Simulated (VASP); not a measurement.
# Na (I4/mmm) in VASP: notebook

The runs below take Na through single point, with LDA.

Program: VASP 6.6.1. These are calculated values, not measurements. Logs are shortened: lines on timing, memory, paths and dates and some standing lists are left out, and cuts for length are marked.

**1. The cell of the first run**

It takes space group I4/mmm (No. 139, tetragonal). Conventional cell: a = 3.711 Å, b = 3.711 Å, c = 5.211 Å, α = 90.00°, β = 90.00°, γ = 90.00°. Within 4.9 Å of Na (site symmetry 4/mmm) lie 12 Na at 3.70 to 3.71 Å.

**2. Single point, LDA**

INCAR

```
  PREC = Accurate
  ENCUT = 520
  EDIFF = 1E-6
  ISMEAR = 0
  SIGMA = 0.15
  LREAL = False
  LASPH = True
  NELM = 80
  ALGO = Fast
  ISIF = 2
  LWAVE = False
  LCHARG = False
  GGA = CA
  NBANDS = 10
```

KPOINTS

```
regular mesh
0
Gamma
  18 18 18
```

POSCAR

```
Na
1.0
   -1.8555106036      1.8555106036      2.6056338938
    1.8555106036     -1.8555106036      2.6056338938
    1.8555106036      1.8555106036     -2.6056338938
Na
1
Direct
    0.0000000000      0.0000000000      0.0000000000
```

Potentials or basis: VASP PAW LDA potentials, release 64 (Na_pv).

The run is started by

```bash
$ cat potpaw_LDA.64/Na_pv/POTCAR > POTCAR
$ mpirun -np 1 vasp_std > vasp.out
```

OUTCAR:

```text
PREC = Accurate
   ENCUT = 520
   EDIFF = 1E-6
   ISMEAR = 0
   LREAL = False
   LASPH = True
   NELM = 80
   ISIF = 2
   GGA = CA

 ion  position               nearest neighbor table
   1  0.000  0.000  0.000-

  LATTYP: Found a body centered tetragonal cell.
 ALAT       =     3.7110212072
 C/A-ratio  =     1.4042678542

  Lattice vectors:

 A1 = (  -1.8555106036,   1.8555106036,   2.6056338938)
 A2 = (   1.8555106036,  -1.8555106036,   2.6056338938)
 A3 = (   1.8555106036,   1.8555106036,  -2.6056338938)

Analysis of symmetry for initial positions (statically):
=====================================================================
 Subroutine PRICEL returns:
 Original cell was already a primitive cell.

 Routine SETGRP: Setting up the symmetry group for a
 body centered tetragonal supercell.

 Subroutine GETGRP returns: Found 16 space group operations
 (whereof 16 operations were pure point group operations)
 out of a pool of 16 trial point group operations.

The static configuration has the point symmetry D_4h.

Analysis of symmetry for dynamics (positions and initial velocities):
=====================================================================
 Subroutine PRICEL returns:
 Original cell was already a primitive cell.

 Routine SETGRP: Setting up the symmetry group for a
 body centered tetragonal supercell.

 Subroutine GETGRP returns: Found 16 space group operations
 (whereof 16 operations were pure point group operations)
 out of a pool of 16 trial point group operations.

The dynamic configuration has the point symmetry D_4h.

 Subroutine INISYM returns: Found 16 space group operations
 (whereof 16 operations are pure point group operations),
 and found     1 'primitive' translations

----------------------------------------------------------------------------------------

                                     Primitive cell

  volume of cell :      35.8840

  direct lattice vectors                    reciprocal lattice vectors
    -1.855510604  1.855510604  2.605633894     0.000000000  0.269467606  0.191891885
     1.855510604 -1.855510604  2.605633894     0.269467606  0.000000000  0.191891885
     1.855510604  1.855510604 -2.605633894     0.269467606  0.269467606  0.000000000

  length of vectors
     3.697995023  3.697995023  3.697995023     0.330810046  0.330810046  0.381084743

  position of ions in fractional coordinates (direct lattice)
     0.000000000  0.000000000  0.000000000

  ion indices of the primitive-cell ions
   primitive index   ion index
                 1           1

----------------------------------------------------------------------------------------

 KPOINTS: regular mesh

Automatic generation of k-mesh.
 Grid dimensions read from file:
 generate k-points for:   18   18   18

 Generating k-lattice:

  Cartesian coordinates                     Fractional coordinates (reciprocal lattice)
     0.000000000  0.014970423  0.010660660     0.055555556 -0.000000000  0.000000000
     0.014970423  0.000000000  0.010660660    -0.000000000  0.055555556  0.000000000
     0.014970423  0.014970423  0.000000000     0.000000000  0.000000000  0.055555556

  Length of vectors
     0.018378336  0.018378336  0.021171375

  Shift w.r.t. Gamma in fractional coordinates (k-lattice)
     0.000000000  0.000000000  0.000000000

 Subroutine IBZKPT returns following result:
 ===========================================

 Found    480 irreducible k-points:

 Following reciprocal coordinates:
            Coordinates               Weight
  0.000000  0.000000  0.000000      1.000000
  0.055556 -0.000000  0.000000      8.000000
  0.111111 -0.000000  0.000000      8.000000
  0.166667  0.000000 -0.000000      8.000000
  0.222222  0.000000 -0.000000      8.000000
  0.277778  0.000000  0.000000      8.000000
[... 16 lines left out ...]
 -0.277778  0.055556  0.000000     16.000000
 -0.222222  0.055556  0.000000     16.000000
 [... further k-points ...]
   k-points           NKPTS =    480   k-points in BZ     NKDIM =    480   number of bands    NBANDS=     10
   number of dos      NEDOS =    301   number of ions     NIONS =      1
   total plane-waves  NPLWV =  21952
   dimension x,y,z NGX =    28 NGY =   28 NGZ =   28
   dimension x,y,z NGXF=    56 NGYF=   56 NGZF=   56
   ions per type =               1
   NGX,Y,Z   is equivalent  to a cutoff of  12.59, 12.59, 12.59 a.u.
   NGXF,Y,Z  is equivalent  to a cutoff of  25.18, 25.18, 25.18 a.u.
 SYSTEM =  unknown system
   PREC   = accura    normal or accurate (medium, high low for compatibility)
   ISTART =      0    job   : 0-new  1-cont  2-samecut
   ICHARG =      2    charge: 1-file 2-atom 10-const
   ISPIN  =      1    spin polarized calculation?
   LNONCOLLINEAR =      F non collinear calculations
   LSORBIT =      F    spin-orbit coupling
   LASPH  =      T    aspherical Exc in radial PAW
   ENCUT  =  520.0 eV  38.22 Ry    6.18 a.u.   6.88  6.88  6.88*2*pi/ulx,y,z
   NELM   =     80;   NELMIN=  2; NELMDL= -5     # of ELM steps
   EDIFF  = 0.1E-05   stopping-criterion for ELM
   LREAL  =      F    real-space projection
   EDIFFG = 0.1E-04   stopping-criterion for IOM
   NSW    =      0    number of steps for IOM
   IBRION =     -1    ionic relax: 0-MD 1-quasi-New 2-CG
   NFREE  =      0    steps in history (QN), initial steepest desc. (CG)
   ISIF   =      2    stress and relaxation
   ISYM   =      2    0-nonsym 1-usesym 2-fastsym
   POTIM  = 0.5000    time-step for ionic-motion
   TEBEG  =    0.0;   TEEND  =   0.0 temperature during run
   PSTRESS=    0.0 pullay stress
   NELECT =       7.0000    total number of electrons
   NUPDOWN=      -1.0000    fix difference up-down
   EMIN   =  10.00;   EMAX   =-10.00  energy-range for DOS
   EFERMI =   0.00;   METHOD = LEGACY
   ISMEAR =     0;   SIGMA  =   0.15  broadening in eV -4-tet -1-fermi 0-gaus
   EFERMI_NEDOS =   21; number of points for ismear=-14 and -15
   IALGO  =     68    algorithm
   IMIX   =      4    mixing-type and parameters
     AMIX     =   0.40;   BMIX     =  1.00
     AMIX_MAG =   1.60;   BMIX_MAG =  1.00
  volume/ion in A,a.u.               =      35.88       242.16
  Fermi-wavevector in a.u.,A,eV,Ry     =   0.949454  1.794209 12.265156  0.901464
  Thomas-Fermi vector in A             =   2.077739
   LORBIT       =      0    0 simple, 1 ext, 2 COOP (PROOUT), +10 PAW based schemes
   GGA     = CA    functional components
   LHFCALC =     F    Hartree Fock is set to
   AEXX    =    0.0000 exact exchange contribution
   IVDW    =     0    specifies the selected vdW correction
   LEPSILON=     F    determine dielectric tensor
   LRPA    =     F    only Hartree local field effects (RPA)
 non-spin polarized calculation
 RMM-DIIS sequential band-by-band and
 Gauss-broadening in eV      SIGMA  =   0.15
  energy-cutoff  :      520.00
  volume of cell :       35.88
 maximum number of plane-waves:       982
   NGX = 13   NGY = 13   NGZ = 13

 number of electron       7.0000008 magnetization

 Free energy of the ion-electron system (eV)
  ---------------------------------------------------
  ext. energy  EPLUGINS =         0.00000000
  ---------------------------------------------------
  free energy    TOTEN  =        -1.45262395 eV

  energy without entropy =       -1.44715688  energy(sigma->0) =       -1.44989041

 E-fermi :   0.2684     XC(G=0):  -6.8193

 val. band max:        0.2579048935   @ k =  -0.3889  -0.3889   0.3889
 cond. band min:       0.2757424696   @ k =  -0.2778   0.2778   0.2778
 fundamental gap:      0.0178375761
 Fermi energy:         0.2684010598

 k-point     1 :       0.0000    0.0000    0.0000
  band No.  band energies     occupation
      1     -24.6609      2.00000
      2     -24.6609      2.00000
      3     -24.6609      2.00000
      4      -3.1009      2.00000
      5      11.4759      0.00000
      6      11.4759      0.00000
      7      11.5033      0.00000
      8      12.7727      0.00000
      9      13.0885      0.00000
     10      13.0896      0.00000

 k-point     2 :       0.0556   -0.0000    0.0000
  band No.  band energies     occupation
      1     -24.6621      2.00000
      2     -24.6610      2.00000
      3     -24.6610      2.00000
      4      -3.0483      2.00000
      5      10.5603      0.00000
      6      11.3578      0.00000
      7      11.3805      0.00000
      8      12.8331      0.00000
      9      13.2854      0.00000
     10      13.2926      0.00000

 k-point     3 :       0.1111   -0.0000    0.0000
  band No.  band energies     occupation
      1     -24.6656      2.00000
      2     -24.6615      2.00000
      3     -24.6615      2.00000
      4      -2.8907      2.00000
      5       9.1885      0.00000
      6      11.1141      0.00000
      7      11.1459      0.00000
      8      12.5901      0.00000
      9      13.7646      0.00000
     10      13.7781      0.00000

 k-point     4 :       0.1667    0.0000   -0.0000
  band No.  band energies     occupation
      1     -24.6710      2.00000
      2     -24.6623      2.00000
      3     -24.6622      2.00000
      4      -2.6292      2.00000
      5       7.8158      0.00000
      6      10.8693      0.00000
      7      10.9113      0.00000
      8      12.3115      0.00000
      9      14.0434      0.00000
     10      14.1618      0.00000
[... 222 lines left out ...]
 k-point    22 :      -0.3333    0.0556    0.0000
  band No.  band energies     occupation
      1     -24.6889      2.00000
      2     -24.6655      2.00000
      3     -24.6650      2.00000
      4      -1.3947      2.00000
      5       4.4922      0.00000
      6       9.9155      0.00000
      7      10.2893      0.00000
      8      11.5594      0.00000
      9      12.6602      0.00000
     10      13.2584      0.00000

 k-point    23 :      -0.2778    0.0556    0.0000
  band No.  band energies     occupation
      1     -24.6822      2.00000
      2     -24.6646      2.00000
      3     -24.6639      2.00000
      4      -1.9231      2.00000
      5       5.6922      0.00000
      6       9.9896      0.00000
      7      10.4572      0.00000
      8      12.0219      0.00000
      9      12.7771      0.00000
     10      13.8296      0.00000

 k-point    24 :      -0.2222    0.0556    0.0000
  band No.  band energies     occupation
      1     -24.6755      2.00000
      2     -24.6636      2.00000
      3     -24.6630      2.00000
      4      -2.3531      2.00000
      5       6.9641      0.00000
      6      10.1414      0.00000
      7      10.6519      0.00000
      8      12.5611      0.00000
      9      12.9691      0.00000
     10      14.1318      0.00000

 [... further k-points ...]

------------------------ aborting loop because EDIFF is reached ----------------------------------------

  FORCE on cell =-STRESS in cart. coord.  units (eV):
  Direction    XX          YY          ZZ          XY          YZ          ZX
  --------------------------------------------------------------------------------------
  -------------------------------------------------------------------------------------
  Total       -0.1582096     -0.1582096     -0.1568735      0.0000000     -0.0000000      0.0000000
  in kB       -7.0638771     -7.0638771     -7.0042201      0.0000000     -0.0000000      0.0000000
  external PRESSURE =      -7.0439914 kB  Pullay stress =       0.0000000 kB

 VOLUME and BASIS-vectors are now :
 -----------------------------------------------------------------------------
  energy-cutoff  :      520.00
  volume of cell :       35.88
      direct lattice vectors                 reciprocal lattice vectors
    -1.855510604  1.855510604  2.605633894     0.000000000  0.269467606  0.191891885
     1.855510604 -1.855510604  2.605633894     0.269467606  0.000000000  0.191891885
     1.855510604  1.855510604 -2.605633894     0.269467606  0.269467606  0.000000000

 POSITION                                       TOTAL-FORCE (eV/Angst)
 -----------------------------------------------------------------------------------
      0.00000      0.00000      0.00000        -0.000000      0.000000      0.000000
 -----------------------------------------------------------------------------------
    total drift:                               -0.000000     -0.000000     -0.000000

  FREE ENERGIE OF THE ION-ELECTRON SYSTEM (eV)
  ---------------------------------------------------
  free  energy   TOTEN  =        -1.4526239460 eV

  energy  without entropy=       -1.4471568813  energy(sigma->0) =       -1.44989041
```

Run time: 60 s. Hardware: 1 thread of Intel Xeon 6975P-C (Granite Rapids), shared host; peak memory 0.24 GiB.

What came out:

```
Free energy            : -1.4526 eV
Pressure               : -0.7 GPa
Band gap on the k mesh : zero (an odd number of electrons rules out a gap without spin polarisation)
```

**3. Single point, LDA**

This run uses another cell than the first one, of 38.57 Å³/atom.

INCAR

```
SYSTEM = Na
PREC = Accurate
ENCUT = 520
EDIFF = 1E-6
ISMEAR = 0
SIGMA = 0.15
LREAL = .False.
LASPH = .True.
NELM = 80
ALGO = Fast
ISIF = 2
LWAVE = .False.
LCHARG = .False.
GGA = CA
NBANDS = 10
```

KPOINTS

```
Automatic mesh
0
Gamma
  18 18 18
  0 0 0
```

POSCAR

```
Na
1.0
   -1.9007669598      1.9007669598      2.6691859400
    1.9007669598     -1.9007669598      2.6691859400
    1.9007669598      1.9007669598     -2.6691859400
Na
1
Direct
    0.0000000000      0.0000000000      0.0000000000
```

Potentials or basis: VASP PAW LDA potentials, release 64 (Na_pv).

The run is started by

```bash
$ cat potpaw_LDA.64/Na_pv/POTCAR > POTCAR
$ mpirun -np 1 vasp_std > vasp.out
```

OUTCAR:

```text
SYSTEM = Na
   PREC = Accurate
   ENCUT = 520
   EDIFF = 1E-6
   ISMEAR = 0
   LREAL = .False.
   LASPH = .True.
   NELM = 80
   ISIF = 2
   GGA = CA

 ion  position               nearest neighbor table
   1  0.000  0.000  0.000-

  LATTYP: Found a body centered tetragonal cell.
 ALAT       =     3.8015339196
 C/A-ratio  =     1.4042678542

  Lattice vectors:

 A1 = (  -1.9007669598,   1.9007669598,   2.6691859400)
 A2 = (   1.9007669598,  -1.9007669598,   2.6691859400)
 A3 = (   1.9007669598,   1.9007669598,  -2.6691859400)
[... 492 lines left out ...]

 [... further k-points ...]

------------------------ aborting loop because EDIFF is reached ----------------------------------------

  FORCE on cell =-STRESS in cart. coord.  units (eV):
  Direction    XX          YY          ZZ          XY          YZ          ZX
  --------------------------------------------------------------------------------------
  -------------------------------------------------------------------------------------
  Total       -0.2697368     -0.2697368     -0.2682262      0.0000000      0.0000000      0.0000000
  in kB      -11.2035146    -11.2035146    -11.1407687      0.0000000      0.0000000      0.0000000
  external PRESSURE =     -11.1825993 kB  Pullay stress =       0.0000000 kB

 VOLUME and BASIS-vectors are now :
 -----------------------------------------------------------------------------
  energy-cutoff  :      520.00
  volume of cell :       38.57
      direct lattice vectors                 reciprocal lattice vectors
    -1.900766960  1.900766960  2.669185940     0.000000000  0.263051710  0.187323031
     1.900766960 -1.900766960  2.669185940     0.263051710  0.000000000  0.187323031
     1.900766960  1.900766960 -2.669185940     0.263051710  0.263051710  0.000000000

 POSITION                                       TOTAL-FORCE (eV/Angst)
 -----------------------------------------------------------------------------------
      0.00000      0.00000      0.00000         0.000000      0.000000      0.000000
 -----------------------------------------------------------------------------------
    total drift:                                0.000000     -0.000000     -0.000000

  FREE ENERGIE OF THE ION-ELECTRON SYSTEM (eV)
  ---------------------------------------------------
  free  energy   TOTEN  =        -1.4389802405 eV

  energy  without entropy=       -1.4333302785  energy(sigma->0) =       -1.43615526
```

Run time: 57 s. Hardware: 1 thread of Intel Xeon 6975P-C (Granite Rapids), shared host; peak memory 0.24 GiB.

Results:

```
Free energy            : -1.4390 eV
Pressure               : -1.1 GPa
Band gap on the k mesh : zero (an odd number of electrons rules out a gap without spin polarisation)
```

Levels at points of the mesh, in eV from the Fermi level:
```
           k point  band 1  band 2  band 3  band 4  band 5  band 6  band 7  band 8  band 9
(0.00, 0.00, 0.00)  -24.99  -24.99  -24.99   -3.21   10.78   10.78   10.81   12.02   12.17
(0.50, 0.00, 0.00)  -25.02  -24.99  -24.99    0.56    0.86    9.84    9.93   10.64   10.73
(0.50, 0.50, 0.00)  -25.02  -25.00  -25.00    1.69    2.22    6.18    6.89    6.90    8.67
(0.50, 0.50, 0.50)  -25.02  -25.00  -25.00    1.76    2.29    6.13    6.82    6.82    8.61
```

(Part 1 of 3 ends here.)
